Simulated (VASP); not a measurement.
# Al (P6_3/mmc) in VASP: a series of runs

The runs below take Al through single point, with PBE.

Program: VASP 6.6.1. These are calculated values, not measurements. Logs are shortened: lines on timing, memory, paths and dates and some standing lists are left out, and cuts for length are marked.

## Step 1: The cell of the first run

The structure is hexagonal, space group P6_3/mmc (No. 194). Conventional cell: a = 2.709 Å, b = 2.709 Å, c = 4.456 Å, α = 90.00°, β = 90.00°, γ = 120.00°. Within 3.6 Å of Al (site symmetry -6m2) lie 12 Al at 2.71 to 2.72 Å.

## Step 2: Single point, PBE (volume scaled by 0.85)

The input, INCAR:

```
  PREC = Accurate
  ENCUT = 520
  EDIFF = 1E-7
  ISMEAR = -1
  SIGMA = 0.08
  LREAL = F
  LASPH = T
  NELM = 60
  ALGO = Normal
  ISIF = 2
  LWAVE = F
  LCHARG = F
  GGA = PE
  NBANDS = 10
```

The input, KPOINTS:

```
regular mesh
0
Gamma
  15 15 8
```

The input, POSCAR:

```
Al
1.0
    2.7086754360      0.0000000000      0.0000000000
   -1.3543377180      2.3457817382      0.0000000000
    0.0000000000      0.0000000000      4.4555243435
Al
2
Direct
    0.3333333333      0.6666666667      0.2500000000
    0.6666666667      0.3333333333      0.7500000000
```

Potentials or basis: VASP PAW PBE potentials, release 64 (Al).

Run with:

```console
$ cat potpaw_PBE.64/Al/POTCAR > POTCAR
$ mpirun -np 1 vasp_std > vasp.out
```

OUTCAR:

```text
PREC = Accurate
   ENCUT = 520
   EDIFF = 1E-7
   ISMEAR = -1
   LREAL = F
   LASPH = T
   NELM = 60
   ISIF = 2
   GGA = PE

 ion  position               nearest neighbor table
   1  0.333  0.667  0.250-   2 2.72   2 2.72   2 2.72   2 2.72   2 2.72   2 2.72
   2  0.667  0.333  0.750-   1 2.72   1 2.72   1 2.72   1 2.72   1 2.72   1 2.72

  LATTYP: Found a hexagonal cell.
 ALAT       =     2.7086754360
 C/A-ratio  =     1.6449089043

  Lattice vectors:

 A1 = (   2.7086754360,   0.0000000000,   0.0000000000)
 A2 = (  -1.3543377180,   2.3457817382,   0.0000000000)
 A3 = (   0.0000000000,   0.0000000000,   4.4555243435)

Analysis of symmetry for initial positions (statically):
=====================================================================
 Subroutine PRICEL returns:
 Original cell was already a primitive cell.

 Routine SETGRP: Setting up the symmetry group for a
 hexagonal supercell.

 Subroutine GETGRP returns: Found 24 space group operations
 (whereof 12 operations were pure point group operations)
 out of a pool of 24 trial point group operations.

The static configuration has the point symmetry D_3d.
 The point group associated with its full space group is D_6h.

Analysis of symmetry for dynamics (positions and initial velocities):
=====================================================================
 Subroutine PRICEL returns:
 Original cell was already a primitive cell.

 Routine SETGRP: Setting up the symmetry group for a
 hexagonal supercell.

 Subroutine GETGRP returns: Found 24 space group operations
 (whereof 12 operations were pure point group operations)
 out of a pool of 24 trial point group operations.

The dynamic configuration has the point symmetry D_3d.
 The point group associated with its full space group is D_6h.

 Subroutine INISYM returns: Found 24 space group operations
 (whereof 12 operations are pure point group operations),
 and found     1 'primitive' translations

----------------------------------------------------------------------------------------

                                     Primitive cell

  volume of cell :      28.3102

  direct lattice vectors                    reciprocal lattice vectors
     2.708675436  0.000000000  0.000000000     0.369184136  0.213148560  0.000000000
    -1.354337718  2.345781738  0.000000000     0.000000000  0.426297120  0.000000000
     0.000000000  0.000000000  4.455524343     0.000000000  0.000000000  0.224440475

  length of vectors
     2.708675436  2.708675436  4.455524343     0.426297120  0.426297120  0.224440475

  position of ions in fractional coordinates (direct lattice)
     0.333333333  0.666666667  0.250000000
     0.666666667  0.333333333  0.750000000

  ion indices of the primitive-cell ions
   primitive index   ion index
                 1           1
                 2           2

----------------------------------------------------------------------------------------

 KPOINTS: regular mesh

Automatic generation of k-mesh.
 Grid dimensions read from file:
 generate k-points for:   15   15    8

 Generating k-lattice:

  Cartesian coordinates                     Fractional coordinates (reciprocal lattice)
     0.024612276  0.014209904  0.000000000     0.066666667  0.000000000  0.000000000
     0.000000000  0.028419808  0.000000000     0.000000000  0.066666667  0.000000000
     0.000000000  0.000000000  0.028055059     0.000000000  0.000000000  0.125000000

  Length of vectors
     0.028419808  0.028419808  0.028055059

  Shift w.r.t. Gamma in fractional coordinates (k-lattice)
     0.000000000  0.000000000  0.000000000

 Subroutine IBZKPT returns following result:
 ===========================================

 Found    135 irreducible k-points:

 Following reciprocal coordinates:
            Coordinates               Weight
  0.000000  0.000000  0.000000      1.000000
  0.066667 -0.000000  0.000000      6.000000
  0.133333  0.000000  0.000000      6.000000
  0.200000 -0.000000  0.000000      6.000000
  0.266667  0.000000  0.000000      6.000000
  0.333333 -0.000000  0.000000      6.000000
[... 16 lines left out ...]
  0.333333  0.200000  0.000000     12.000000
  0.400000  0.200000  0.000000      6.000000
 [... further k-points ...]
   k-points           NKPTS =    135   k-points in BZ     NKDIM =    135   number of bands    NBANDS=     10
   number of dos      NEDOS =    301   number of ions     NIONS =      2
   total plane-waves  NPLWV =  14400
   dimension x,y,z NGX =    20 NGY =   20 NGZ =   36
   dimension x,y,z NGXF=    40 NGYF=   40 NGZF=   72
   ions per type =               2
   NGX,Y,Z   is equivalent  to a cutoff of  12.28, 12.28, 13.43 a.u.
   NGXF,Y,Z  is equivalent  to a cutoff of  24.55, 24.55, 26.86 a.u.
 SYSTEM =  unknown system
   PREC   = accura    normal or accurate (medium, high low for compatibility)
   ISTART =      0    job   : 0-new  1-cont  2-samecut
   ICHARG =      2    charge: 1-file 2-atom 10-const
   ISPIN  =      1    spin polarized calculation?
   LNONCOLLINEAR =      F non collinear calculations
   LSORBIT =      F    spin-orbit coupling
   LASPH  =      T    aspherical Exc in radial PAW
   ENCUT  =  520.0 eV  38.22 Ry    6.18 a.u.   5.04  5.04  8.28*2*pi/ulx,y,z
   NELM   =     60;   NELMIN=  2; NELMDL= -5     # of ELM steps
   EDIFF  = 0.1E-06   stopping-criterion for ELM
   LREAL  =      F    real-space projection
   EDIFFG = 0.1E-05   stopping-criterion for IOM
   NSW    =      0    number of steps for IOM
   IBRION =     -1    ionic relax: 0-MD 1-quasi-New 2-CG
   NFREE  =      0    steps in history (QN), initial steepest desc. (CG)
   ISIF   =      2    stress and relaxation
   ISYM   =      2    0-nonsym 1-usesym 2-fastsym
   POTIM  = 0.5000    time-step for ionic-motion
   TEBEG  =    0.0;   TEEND  =   0.0 temperature during run
   PSTRESS=    0.0 pullay stress
   NELECT =       6.0000    total number of electrons
   NUPDOWN=      -1.0000    fix difference up-down
   EMIN   =  10.00;   EMAX   =-10.00  energy-range for DOS
   EFERMI =   0.00;   METHOD = LEGACY
   ISMEAR =    -1;   SIGMA  =   0.08  broadening in eV -4-tet -1-fermi 0-gaus
   EFERMI_NEDOS =   21; number of points for ismear=-14 and -15
   IALGO  =     38    algorithm
   IMIX   =      4    mixing-type and parameters
     AMIX     =   0.40;   BMIX     =  1.00
     AMIX_MAG =   1.60;   BMIX_MAG =  1.00
  volume/ion in A,a.u.               =      14.16        95.52
  Fermi-wavevector in a.u.,A,eV,Ry     =   0.976062  1.844490 12.962233  0.952697
  Thomas-Fermi vector in A             =   2.106651
   LORBIT       =      0    0 simple, 1 ext, 2 COOP (PROOUT), +10 PAW based schemes
   GGA     = PE    functional components
   LHFCALC =     F    Hartree Fock is set to
   AEXX    =    0.0000 exact exchange contribution
   IVDW    =     0    specifies the selected vdW correction
   LEPSILON=     F    determine dielectric tensor
   LRPA    =     F    only Hartree local field effects (RPA)
 non-spin polarized calculation
  energy-cutoff  :      520.00
  volume of cell :       28.31
 maximum number of plane-waves:       776
   NGX = 11   NGY = 11   NGZ = 17

 number of electron       6.0000000 magnetization

 Free energy of the ion-electron system (eV)
  ---------------------------------------------------
  ext. energy  EPLUGINS =         0.00000000
  ---------------------------------------------------
  free energy    TOTEN  =        -7.20738628 eV

  energy without entropy =       -7.19227923  energy(sigma->0) =       -7.19983275

 E-fermi :   9.7326     XC(G=0): -10.7662

 val. band max:        9.6838642871   @ k =   0.3333   0.0667   0.5000
 cond. band min:       9.7331008202   @ k =   0.3333   0.2667   0.3750
 fundamental gap:      0.0492365330
 Fermi energy:         9.7326270295

 k-point     1 :       0.0000    0.0000    0.0000
  band No.  band energies     occupation
      1      -2.5431      2.00000
      2       4.4311      2.00000
      3       4.9990      2.00000
      4      21.6526      0.00000
      5      21.6526      0.00000
      6      21.7209      0.00000
      7      21.7209      0.00000
      8      22.5114      0.00000
      9      25.4245      0.00000
     10      25.8358      0.00000

 k-point     2 :       0.0667   -0.0000    0.0000
  band No.  band energies     occupation
      1      -2.4238      2.00000
      2       4.5406      2.00000
      3       5.1137      2.00000
      4      19.3012      0.00000
      5      20.3126      0.00000
      6      21.4483      0.00000
      7      23.2195      0.00000
      8      23.4079      0.00000
      9      25.4046      0.00000
     10      25.9952      0.00000

 k-point     3 :       0.1333    0.0000    0.0000
  band No.  band energies     occupation
      1      -2.0663      2.00000
      2       4.8690      2.00000
      3       5.4548      2.00000
      4      16.5723      0.00000
      5      19.1303      0.00000
      6      20.2555      0.00000
      7      22.8708      0.00000
      8      23.1324      0.00000
      9      24.5756      0.00000
     10      24.9766      0.00000

 k-point     4 :       0.2000   -0.0000    0.0000
  band No.  band energies     occupation
      1      -1.4731      2.00000
      2       5.4166      2.00000
      3       6.0116      2.00000
      4      13.9378      0.00000
      5      18.1454      0.00000
      6      18.8620      0.00000
      7      20.2534      0.00000
      8      21.6369      0.00000
      9      24.2242      0.00000
     10      24.3999      0.00000
[... 222 lines left out ...]
 k-point    22 :       0.2667    0.2000    0.0000
  band No.  band energies     occupation
      1       1.7942      2.00000
      2       8.0004      2.00000
      3       8.4847      2.00000
      4       9.3519      1.98299
      5      10.9328      0.00000
      6      15.0380      0.00000
      7      16.2458      0.00000
      8      17.0234      0.00000
      9      18.2173      0.00000
     10      25.0417      0.00000

 k-point    23 :       0.3333    0.2000    0.0000
  band No.  band energies     occupation
      1       3.1643      2.00000
      2       6.4643      2.00000
      3       9.4033      1.96792
      4       9.7877      0.66895
      5      11.2184      0.00000
      6      13.1437      0.00000
      7      14.6657      0.00000
      8      16.6144      0.00000
      9      17.8402      0.00000
     10      24.8389      0.00000

 k-point    24 :       0.4000    0.2000    0.0000
  band No.  band energies     occupation
      1       4.7226      2.00000
      2       4.7464      2.00000
      3       9.4489      1.94397
      4      11.0153      0.00000
      5      11.7086      0.00000
      6      11.7117      0.00000
      7      13.8061      0.00000
      8      16.4877      0.00000
      9      17.7228      0.00000
     10      24.7615      0.00000

 [... further k-points ...]

------------------------ aborting loop because EDIFF is reached ----------------------------------------

  FORCE on cell =-STRESS in cart. coord.  units (eV):
  Direction    XX          YY          ZZ          XY          YZ          ZX
  --------------------------------------------------------------------------------------
  -------------------------------------------------------------------------------------
  Total        3.0503305      3.0503305      3.0519632      0.0000000     -0.0000000      0.0000000
  in kB      172.6291310    172.6291310    172.7215343      0.0000000     -0.0000000      0.0000000
  external PRESSURE =     172.6599321 kB  Pullay stress =       0.0000000 kB

 VOLUME and BASIS-vectors are now :
 -----------------------------------------------------------------------------
  energy-cutoff  :      520.00
  volume of cell :       28.31
      direct lattice vectors                 reciprocal lattice vectors
     2.708675436  0.000000000  0.000000000     0.369184136  0.213148560  0.000000000
    -1.354337718  2.345781738  0.000000000     0.000000000  0.426297120  0.000000000
     0.000000000  0.000000000  4.455524343     0.000000000  0.000000000  0.224440475

 POSITION                                       TOTAL-FORCE (eV/Angst)
 -----------------------------------------------------------------------------------
     -0.00000      1.56385      1.11388        -0.000000     -0.000000      0.000000
      1.35434      0.78193      3.34164         0.000000      0.000000      0.000000
 -----------------------------------------------------------------------------------
    total drift:                                0.000000     -0.000000     -0.000000

  FREE ENERGIE OF THE ION-ELECTRON SYSTEM (eV)
  ---------------------------------------------------
  free  energy   TOTEN  =        -7.2073862768 eV

  energy  without entropy=       -7.1922792294  energy(sigma->0) =       -7.19983275
```

Run time: 10 s. Hardware: 1 thread of Intel Xeon 6975P-C (Granite Rapids), shared host; peak memory 0.15 GiB.

Results:

- Free energy: -7.2074 eV
- Pressure: 17.3 GPa
- Band gap on the k mesh: zero (band 3 reaches 14.18 eV, above the bottom of band 4 at 6.40 eV)

## Step 3: Single point, PBE (volume scaled by 0.85)

The input, INCAR:

```
SYSTEM = Al
  ALGO = Normal
  EDIFF = 1E-6
  ENCUT = 520
  GGA = PE
  ISIF = 2
  ISMEAR = -1
  LASPH = .TRUE.
  LCHARG = .FALSE.
  LREAL = .FALSE.
  LWAVE = .FALSE.
  NBANDS = 10
  NELM = 60
  PREC = Accurate
  SIGMA = 0.08
```

The input, KPOINTS:

```
k-points
0
G
  15 15 8
  0 0 0
```

POSCAR is that of step 2.

Potentials or basis: VASP PAW PBE potentials, release 64 (Al).

Run with:

```console
$ cat potpaw_PBE.64/Al/POTCAR > POTCAR
$ mpirun -np 1 vasp_std > vasp.out
```

It took 9 s on 1 thread of Intel Xeon 6975P-C (Granite Rapids), shared host; peak memory 0.15 GiB.

Results (log left out):

```yaml
Free_energy: -7.2074 eV
Pressure: 17.3 GPa
Band_gap_on_the_k_mesh: zero (band 3 reaches 14.18 eV, above the bottom of band 4 at 6.40 eV)
```

Levels at points of the mesh, in eV from the Fermi level:
| k point | band 1 | band 2 | band 3 | band 4 | band 5 | band 6 |
| --- | --- | --- | --- | --- | --- | --- |
| (0.00, 0.00, 0.00) | -12.28 | -5.30 | -4.73 | 11.92 | 11.92 | 11.99 |
| (0.00, 0.00, 0.50) | -10.43 | -10.43 | 3.58 | 3.58 | 12.82 | 12.82 |

## Step 4: Single point, PBE (volume scaled by 0.95)

The input, INCAR:

```
PREC = Accurate ; ENCUT = 520
EDIFF = 1E-6 ; ISMEAR = -1
SIGMA = 0.08 ; LREAL = False
LASPH = True ; NELM = 100
ALGO = Normal ; ISIF = 2
LWAVE = False ; LCHARG = False
GGA = PE ; NBANDS = 10
```

The input, KPOINTS:

```
regular mesh
0
Gamma
  15 15 8
```

The input, POSCAR:

```
Al
1.0
    2.8097283836      0.0000000000      0.0000000000
   -1.4048641918      2.4332961579      0.0000000000
    0.0000000000      0.0000000000      4.6279511020
Al
2
Direct
    0.3333333333      0.6666666667      0.2500000000
    0.6666666667      0.3333333333      0.7500000000
```

Run with:

```console
$ cat potpaw_PBE.64/Al/POTCAR > POTCAR
$ mpirun -np 1 vasp_std > vasp.out
```

It took 9.9 s on 1 thread of Intel Xeon 6975P-C (Granite Rapids), shared host; peak memory 0.16 GiB.

The run converged. Its results:

```
Free energy            : -7.4188 eV
Pressure               : 4.2 GPa
Band gap on the k mesh : zero (band 3 reaches 12.69 eV, above the bottom of band 4 at 5.28 eV)
```

Levels at points of the mesh, in eV from the Fermi level:
```
           k point  band 1  band 2  band 3  band 4  band 5  band 6  band 7
(0.00, 0.00, 0.00)  -11.45   -4.83   -4.57   11.05   11.05   11.31   11.31
(0.00, 0.00, 0.50)   -9.73   -9.73    3.35    3.35   12.18   12.18   12.18
```

(Continued in part 2 of 2.)
